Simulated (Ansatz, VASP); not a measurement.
NaF in VASP and in Ansatz

The input INCAR:

```
SYSTEM = NaF
PREC = Accurate
ENCUT = 520
EDIFF = 1E-7
ISMEAR = 0
SIGMA = 0.01
LREAL = .FALSE.
LASPH = .TRUE.
NELM = 100
ALGO = Normal
ISIF = 2
LWAVE = .FALSE.
LCHARG = .FALSE.
GGA = PE
NBANDS = 14
```

KPOINTS

```
Automatic mesh
0
G
  8 8 8
  0 0 0
```

The input POSCAR:

```
NaF
1.0
    0.0000000000      2.2971680881      2.2971680881
    2.2971680881      0.0000000000      2.2971680881
    2.2971680881      2.2971680881      0.0000000000
Na F
1 1
Direct
    0.0000000000      0.0000000000      0.0000000000
    0.5000000000      0.5000000000      0.5000000000
```

Input for Ansatz:

```yaml
crystal:
  lattice:
    - [0.0, 2.2971680881, 2.2971680881]
    - [2.2971680881, 0.0, 2.2971680881]
    - [2.2971680881, 2.2971680881, 0.0]
  atoms:
    - { symbol: Na, position: [0.0, 0.0, 0.0] }
    - { symbol: F, position: [0.5, 0.5, 0.5] }
kpoints:
  mp_grid: { grid: [8, 8, 8] }
hamiltonian:
  xc: pbe
scf:
  occupations: { method: fixed }
output:
  optics:
    e_range: [0, 23]
    de: 0.05
    sigma: 0.1
    bands: { spectra_wanted_up_to: 23 }
```

Alike in both runs: task single point; functional PBE; k mesh 8 × 8 × 8; no spin polarisation.

|  | VASP | Ansatz |
| --- | --- | --- |
| version | VASP 6.6.1 | Ansatz 0.2.0 |
| potentials or method | VASP PAW PBE potentials, release 64 (Na_pv, F) | plane waves, PAW |
| plane-wave cutoff (eV) | 520 | 420 |
| occupations | gaussian, width 0.01 eV | fixed |
| valence electrons in the cell | 14 | 16 |

|  | VASP | Ansatz | Ansatz less VASP |
| --- | --- | --- | --- |
| gap on the k mesh at the Fermi level (eV) | 6.44 | 6.46 | +0.015 |

VASP's potentials hold 14 valence electrons a cell and Ansatz's 16, so a difference there can come from the potentials and not from the codes.
